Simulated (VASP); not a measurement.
# Ni (P6/mmm) in VASP: notebook, part 2 of 2

VASP 6.6.1. Earlier steps stand in the parts before.

## (3) Single point, RPBE (volume scaled by 0.88)

File INCAR:

```
ALGO = Normal
EDIFF = 1E-6
ENCUT = 520
GGA = RP
ISIF = 2
ISMEAR = -1
LASPH = True
LCHARG = True
LELF = True
LREAL = False
LVHAR = True
LWAVE = False
NBANDS = 22
NELM = 100
PREC = Accurate
SIGMA = 0.1
```

File KPOINTS:

```
k-points
0
Gamma
  10 10 15
```

File POSCAR:

```
Ni
1.0
    3.8638718521      0.0000000000      0.0000000000
   -1.9319359260      3.3462111808      0.0000000000
    0.0000000000      0.0000000000      2.3257550977
Ni
3
Direct
    0.0000000000      1.0000000000      0.0000000000
    0.3333333333      0.6666666667      0.5000000000
    0.6666666667      0.3333333333      0.5000000000
```

Potentials or basis: VASP PAW PBE potentials, release 64 (Ni).

Started as:

```sh
> cat potpaw_PBE.64/Ni/POTCAR > POTCAR
> mpirun -np 1 vasp_std > vasp.out
```

OUTCAR:

```text
EDIFF = 1E-6
   ENCUT = 520
   GGA = RP
   ISIF = 2
   ISMEAR = -1
   LASPH = True
   LREAL = False
   NELM = 100
   PREC = Accurate

 ion  position               nearest neighbor table
   1  0.000  0.000  0.000-   2 2.52   3 2.52   2 2.52   3 2.52   2 2.52   2 2.52   3 2.52   3 2.52
                             3 2.52   3 2.52   2 2.52   2 2.52
   2  0.333  0.667  0.500-   3 2.23   3 2.23   3 2.23   1 2.52   1 2.52   1 2.52   1 2.52   1 2.52
                             1 2.52
   3  0.667  0.333  0.500-   2 2.23   2 2.23   2 2.23   1 2.52   1 2.52   1 2.52   1 2.52   1 2.52
                             1 2.52

  LATTYP: Found a hexagonal cell.
 ALAT       =     3.8638718521
 C/A-ratio  =     0.6019234557

  Lattice vectors:

 A1 = (   3.8638718521,   0.0000000000,   0.0000000000)
 A2 = (  -1.9319359260,   3.3462111808,   0.0000000000)
 A3 = (   0.0000000000,   0.0000000000,   2.3257550977)

Analysis of symmetry for initial positions (statically):
=====================================================================
 Subroutine PRICEL returns:
 Original cell was already a primitive cell.

 Routine SETGRP: Setting up the symmetry group for a
 hexagonal supercell.

 Subroutine GETGRP returns: Found 24 space group operations
 (whereof 24 operations were pure point group operations)
 out of a pool of 24 trial point group operations.

The static configuration has the point symmetry D_6h.

Analysis of symmetry for dynamics (positions and initial velocities):
=====================================================================
 Subroutine PRICEL returns:
 Original cell was already a primitive cell.

 Routine SETGRP: Setting up the symmetry group for a
 hexagonal supercell.

 Subroutine GETGRP returns: Found 24 space group operations
 (whereof 24 operations were pure point group operations)
 out of a pool of 24 trial point group operations.

The dynamic configuration has the point symmetry D_6h.

 Subroutine INISYM returns: Found 24 space group operations
 (whereof 24 operations are pure point group operations),
 and found     1 'primitive' translations

----------------------------------------------------------------------------------------

                                     Primitive cell

  volume of cell :      30.0705

  direct lattice vectors                    reciprocal lattice vectors
     3.863871852  0.000000000  0.000000000     0.258807755  0.149422727  0.000000000
    -1.931935926  3.346211181  0.000000000     0.000000000  0.298845454  0.000000000
     0.000000000  0.000000000  2.325755098     0.000000000  0.000000000  0.429967885

  length of vectors
     3.863871852  3.863871852  2.325755098     0.298845454  0.298845454  0.429967885

  position of ions in fractional coordinates (direct lattice)
     0.000000000  0.000000000  0.000000000
     0.333333333  0.666666667  0.500000000
     0.666666667  0.333333333  0.500000000

  ion indices of the primitive-cell ions
   primitive index   ion index
                 1           1
                 2           2
                 3           3

----------------------------------------------------------------------------------------

 KPOINTS: k-points

Automatic generation of k-mesh.
 Grid dimensions read from file:
 generate k-points for:   10   10   15

 Generating k-lattice:

  Cartesian coordinates                     Fractional coordinates (reciprocal lattice)
     0.025880776  0.014942273  0.000000000     0.100000000  0.000000000  0.000000000
     0.000000000  0.029884545  0.000000000     0.000000000  0.100000000  0.000000000
     0.000000000  0.000000000  0.028664526     0.000000000  0.000000000  0.066666667

  Length of vectors
     0.029884545  0.029884545  0.028664526

  Shift w.r.t. Gamma in fractional coordinates (k-lattice)
     0.000000000  0.000000000  0.000000000

 Subroutine IBZKPT returns following result:
 ===========================================

 Found    112 irreducible k-points:

 Following reciprocal coordinates:
            Coordinates               Weight
  0.000000  0.000000  0.000000      1.000000
  0.100000  0.000000  0.000000      6.000000
  0.200000  0.000000  0.000000      6.000000
  0.300000  0.000000  0.000000      6.000000
  0.400000  0.000000  0.000000      6.000000
  0.500000  0.000000  0.000000      3.000000
[... 16 lines left out ...]
  0.300000  0.100000  0.066667     24.000000
  0.400000  0.100000  0.066667     24.000000
 [... further k-points ...]
   k-points           NKPTS =    112   k-points in BZ     NKDIM =    112   number of bands    NBANDS=     22
   number of dos      NEDOS =    301   number of ions     NIONS =      3
   total plane-waves  NPLWV =  16200
   dimension x,y,z NGX =    30 NGY =   30 NGZ =   18
   dimension x,y,z NGXF=    60 NGYF=   60 NGZF=   36
   ions per type =               3
   NGX,Y,Z   is equivalent  to a cutoff of  12.91, 12.91, 12.87 a.u.
   NGXF,Y,Z  is equivalent  to a cutoff of  25.82, 25.82, 25.73 a.u.
 SYSTEM =  unknown system
   PREC   = accura    normal or accurate (medium, high low for compatibility)
   ISTART =      0    job   : 0-new  1-cont  2-samecut
   ICHARG =      2    charge: 1-file 2-atom 10-const
   ISPIN  =      1    spin polarized calculation?
   LNONCOLLINEAR =      F non collinear calculations
   LSORBIT =      F    spin-orbit coupling
   LASPH  =      T    aspherical Exc in radial PAW
   ENCUT  =  520.0 eV  38.22 Ry    6.18 a.u.   7.18  7.18  4.32*2*pi/ulx,y,z
   NELM   =    100;   NELMIN=  2; NELMDL= -5     # of ELM steps
   EDIFF  = 0.1E-05   stopping-criterion for ELM
   LREAL  =      F    real-space projection
   EDIFFG = 0.1E-04   stopping-criterion for IOM
   NSW    =      0    number of steps for IOM
   IBRION =     -1    ionic relax: 0-MD 1-quasi-New 2-CG
   NFREE  =      0    steps in history (QN), initial steepest desc. (CG)
   ISIF   =      2    stress and relaxation
   ISYM   =      2    0-nonsym 1-usesym 2-fastsym
   POTIM  = 0.5000    time-step for ionic-motion
   TEBEG  =    0.0;   TEEND  =   0.0 temperature during run
   PSTRESS=    0.0 pullay stress
   NELECT =      30.0000    total number of electrons
   NUPDOWN=      -1.0000    fix difference up-down
   EMIN   =  10.00;   EMAX   =-10.00  energy-range for DOS
   EFERMI =   0.00;   METHOD = LEGACY
   ISMEAR =    -1;   SIGMA  =   0.10  broadening in eV -4-tet -1-fermi 0-gaus
   EFERMI_NEDOS =   21; number of points for ismear=-14 and -15
   IALGO  =     38    algorithm
   IMIX   =      4    mixing-type and parameters
     AMIX     =   0.40;   BMIX     =  1.00
     AMIX_MAG =   1.60;   BMIX_MAG =  1.00
  volume/ion in A,a.u.               =      10.02        67.64
  Fermi-wavevector in a.u.,A,eV,Ry     =   1.635819  3.091250 36.407879  2.675904
  Thomas-Fermi vector in A             =   2.727228
   LORBIT       =      0    0 simple, 1 ext, 2 COOP (PROOUT), +10 PAW based schemes
   GGA     = RP    functional components
   LHFCALC =     F    Hartree Fock is set to
   AEXX    =    0.0000 exact exchange contribution
   IVDW    =     0    specifies the selected vdW correction
   LEPSILON=     F    determine dielectric tensor
   LRPA    =     F    only Hartree local field effects (RPA)
 non-spin polarized calculation
  energy-cutoff  :      520.00
  volume of cell :       30.07
 maximum number of plane-waves:       825
 NGX is ok and might be reduce to    30
   NGX = 15   NGY = 15   NGZ =  9

 number of electron      30.0000021 magnetization

 Free energy of the ion-electron system (eV)
  ---------------------------------------------------
  ext. energy  EPLUGINS =         0.00000000
  ---------------------------------------------------
  free energy    TOTEN  =       -14.17733398 eV

  energy without entropy =      -13.94120202  energy(sigma->0) =      -14.05926800

 E-fermi :  10.5965     XC(G=0): -13.6150

 val. band max:       10.5932549455   @ k =   0.4000   0.2000   0.4667
 cond. band min:      10.5982519872   @ k =   0.4000   0.1000   0.0667
 fundamental gap:      0.0049970417
 Fermi energy:        10.5964627413

 k-point     1 :       0.0000    0.0000    0.0000
  band No.  band energies     occupation
      1       1.1439      2.00000
      2       6.2680      2.00000
      3       7.5245      2.00000
      4       7.5245      2.00000
      5       7.5392      2.00000
      6       7.5392      2.00000
[... 574 lines left out ...]
      6       7.6318      2.00000
[... 14 lines left out ...]
     21      27.2808      0.00000
     22      28.3831      0.00000

 [... further k-points ...]

------------------------ aborting loop because EDIFF is reached ----------------------------------------

  FORCE on cell =-STRESS in cart. coord.  units (eV):
  Direction    XX          YY          ZZ          XY          YZ          ZX
  --------------------------------------------------------------------------------------
  -------------------------------------------------------------------------------------
  Total        5.7216260      5.7216260      5.4408896      0.0000000     -0.0000000     -0.0000000
  in kB      304.8526746    304.8526746    289.8948219      0.0000000     -0.0000000     -0.0000000
  external PRESSURE =     299.8667237 kB  Pullay stress =       0.0000000 kB

 VOLUME and BASIS-vectors are now :
 -----------------------------------------------------------------------------
  energy-cutoff  :      520.00
  volume of cell :       30.07
      direct lattice vectors                 reciprocal lattice vectors
     3.863871852  0.000000000  0.000000000     0.258807755  0.149422727  0.000000000
    -1.931935926  3.346211181  0.000000000     0.000000000  0.298845454  0.000000000
     0.000000000  0.000000000  2.325755098     0.000000000  0.000000000  0.429967885

 POSITION                                       TOTAL-FORCE (eV/Angst)
 -----------------------------------------------------------------------------------
      0.00000      0.00000      0.00000        -0.000000      0.000000      0.000000
     -0.00000      2.23081      1.16288        -0.000000      0.000000     -0.000000
      1.93194      1.11540      1.16288         0.000000      0.000000      0.000000
 -----------------------------------------------------------------------------------
    total drift:                               -0.000000      0.000000      0.000000

  FREE ENERGIE OF THE ION-ELECTRON SYSTEM (eV)
  ---------------------------------------------------
  free  energy   TOTEN  =       -14.1773339789 eV

  energy  without entropy=      -13.9412020194  energy(sigma->0) =      -14.05926800
```

OSZICAR:

```text
N       E                     dE             d eps       ncg     rms          rms(c)
DAV:   1     0.165735598589E+03    0.16574E+03   -0.13713E+04  5264   0.199E+03
DAV:   2    -0.997670127239E+01   -0.17571E+03   -0.16646E+03  4940   0.317E+02
DAV:   3    -0.167691903819E+02   -0.67925E+01   -0.65266E+01  5342   0.872E+01
DAV:   4    -0.168620148981E+02   -0.92825E-01   -0.92776E-01  6518   0.914E+00
DAV:   5    -0.168641471705E+02   -0.21323E-02   -0.21322E-02  5728   0.120E+00    0.176E+01
DAV:   6    -0.149593019004E+02    0.19048E+01   -0.17474E+01  5414   0.739E+01    0.105E+01
DAV:   7    -0.168930928911E+02   -0.19338E+01   -0.18931E+01  5774   0.928E+01    0.216E+01
DAV:   8    -0.142111310008E+02    0.26820E+01   -0.72575E+00  5838   0.527E+01    0.320E+00
DAV:   9    -0.141836755138E+02    0.27455E-01   -0.24670E-01  5402   0.585E+00    0.118E+00
DAV:  10    -0.141772770639E+02    0.63984E-02   -0.12989E-02  6472   0.167E+00    0.159E-01
DAV:  11    -0.141773040595E+02   -0.26996E-04   -0.13691E-03  5776   0.598E-01    0.715E-02
DAV:  12    -0.141773423863E+02   -0.38327E-04   -0.17647E-04  6616   0.254E-01    0.375E-02
DAV:  13    -0.141773349548E+02    0.74315E-05   -0.26145E-05  6030   0.104E-01    0.561E-03
DAV:  14    -0.141773339789E+02    0.97594E-06   -0.21191E-06  3774   0.180E-02
   1 F= -.14177334E+02 E0= -.14059268E+02  d E =-.236132E+00
```

Wall time 62 s (1 thread of Intel Xeon Platinum 8259CL at 2.50GHz (Skylake/Cascade Lake), shared host); peak memory 0.18 GiB.

Results:

```yaml
Free_energy: -14.1773 eV
Pressure: 30.0 GPa
Band_gap_on_the_k_mesh: zero (band 15 reaches 11.05 eV, above the bottom of band 16 at 10.40 eV)
```

Stress tensor (GPa, compression positive):
```
30.49  0.00  0.00
 0.00 30.49  0.00
 0.00  0.00 28.99
```

Caveat: the PAW data sets were made with another functional, which shifts forces and pressure a little; the run has no spin polarisation, though such a crystal can be magnetic. Spin polarisation is off, so any magnetic state and its effect on volume and gap are missing.
